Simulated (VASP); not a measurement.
Zn2CdTe3, 6 atoms in the cell. It takes space group P4mm (No. 99, tetragonal). The conventional cell has a = 5.445 Å, b = 5.445 Å, c = 7.394 Å, α = 90.00°, β = 90.00°, γ = 90.00°. Zn (site symmetry 2mm) has 3 Te at 2.60 to 2.87 Å within 3.4 Å. Cd (site symmetry 4mm) has 5 Te at 2.89 to 2.90 Å within 3.8 Å. Te (site symmetry 4mm) has 4 Zn at 2.87 Å and 1 Cd at 2.89 Å within 3.8 Å. Within 3.4 Å of Te (site symmetry 2mm) lie 1 Zn at 2.60 Å and 2 Cd at 2.90 Å. The cell was generated, and may not be a known phase.

- Program: VASP 6.6.1
- Task: single point
- Functional: PBE
- Potentials or basis: VASP PAW PBE potentials, release 64 (Zn, Cd, Te)
- Cutoff: 520 eV
- k mesh: 8 × 8 × 6
- Occupations: gaussian, width 0.1 eV
- Spin: no spin polarisation
- Dipole correction: no
- Further INCAR settings: ALGO = Fast; EDIFF = 1e-06; NBANDS = 36

Potentials or basis: VASP PAW PBE potentials, release 64 (Zn, Cd, Te).

Run with:

```bash
$ cat potpaw_PBE.64/Zn/POTCAR potpaw_PBE.64/Cd/POTCAR potpaw_PBE.64/Te/POTCAR > POTCAR
$ mpirun -np 1 vasp_std > vasp.out
```

Hardware: 1 thread of Oxide Virtual Turin-like Processor (shared host).

Task: How long does it take, and how much memory?

Result: Wall time 7.1 min on 1 thread of Oxide Virtual Turin-like Processor (shared host), peak memory 0.56 GiB. Counts: scf iterations 15, k points 60.
